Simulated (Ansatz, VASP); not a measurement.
## Two plane-wave programs on In16B

```
CELL_PARAMETERS angstrom
6.43000 0.00000 0.00000
0.00000 6.43000 0.00000
0.00000 0.00000 9.86400
ATOMIC_POSITIONS crystal
In 0.99029 0.00931 0.00084
In 0.50962 0.00972 0.00096
In 0.99054 0.49062 0.00075
In 0.98833 0.01263 0.50009
In 0.24992 0.24959 0.24028
In 0.50935 0.49023 0.00088
In 0.51303 0.01282 0.49980
In 0.75079 0.25051 0.24461
In 0.98842 0.48822 0.50028
In 0.25020 0.75013 0.26267
In 0.24917 0.24994 0.75398
In 0.51290 0.48806 0.49999
In 0.74936 0.74995 0.24027
In 0.74963 0.24976 0.75785
In 0.25107 0.75069 0.74768
In 0.74991 0.74947 0.75399
B 0.25026 0.75016 0.00863
```

Alike in both runs: functional PBEsol; k mesh 2 × 2 × 1; occupations fermi-dirac, width 0.15 eV; no spin polarisation.

Ansatz relaxed the structure, and its values are those at the end. VASP's run is a single point on that final structure, the one shown.

|  | VASP | Ansatz |
| --- | --- | --- |
| version | VASP 6.6.1 | Ansatz 0.2.0 |
| potentials or method | VASP PAW PBE potentials, release 64 (In_d, B), cutoff 520 eV | scalar-relativistic, plane waves, PAW |
| valence electrons in the cell | 211 | 211 |

|  | VASP | Ansatz | Ansatz less VASP |
| --- | --- | --- | --- |
| rms of the force components (eV/Å) | 0.027 | 0.020 | -0.0072 |

VASP's potentials were made for PBE, not for PBEsol.

The k mesh is coarse, so the values compare programs but aren't converged.
